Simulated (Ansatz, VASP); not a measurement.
**Al5Rh: VASP beside Ansatz**

```
Al Rh
1.0
     0.00000    3.62886    3.62886
     3.62886    0.00000    3.62886
     3.62886    3.62886    0.00000
Al Rh
5 1
Direct
  0.12549 0.62484 0.62484
  0.62484 0.12549 0.62484
  0.25000 0.25000 0.25000
  0.62484 0.62484 0.12549
  0.62484 0.62484 0.62484
  0.00000 0.00000 0.00000
```

Change from the starting cell: species swapped into the CaAu5 type (F-43m, No. 216).

Alike in both runs: functional PBE; k mesh 10 × 10 × 10; occupations gaussian, width 0.1 eV; no spin polarisation.

Ansatz relaxed the structure, and its values are those at the end. VASP's run is a single point on that final structure, the one shown.

|  | VASP | Ansatz |
| --- | --- | --- |
| version | VASP 6.6.1 | Ansatz 0.2.0 |
| potentials or method | VASP PAW PBE potentials, release 64 (Al, Rh_pv), cutoff 520 eV | scalar-relativistic, plane waves, PAW |
| valence electrons in the cell | 30 | 32 |

Ansatz gave:

| Quantity | Value |
| --- | --- |
| gap on the k mesh at the Fermi level (eV) | none |
| pressure (GPa) | 0.0 |
| rms of the force components (eV/Å) | 0.004 |

Task: Which values does VASP return?

Result: gap on the k mesh at the Fermi level (eV): none; pressure (GPa): 0.0; rms of the force components (eV/Å): 0.003.

A gap of «none» marks a metal or a gap that the smearing closes. VASP's potentials hold 30 valence electrons a cell and Ansatz's 32, so a difference there can come from the potentials and not from the codes.
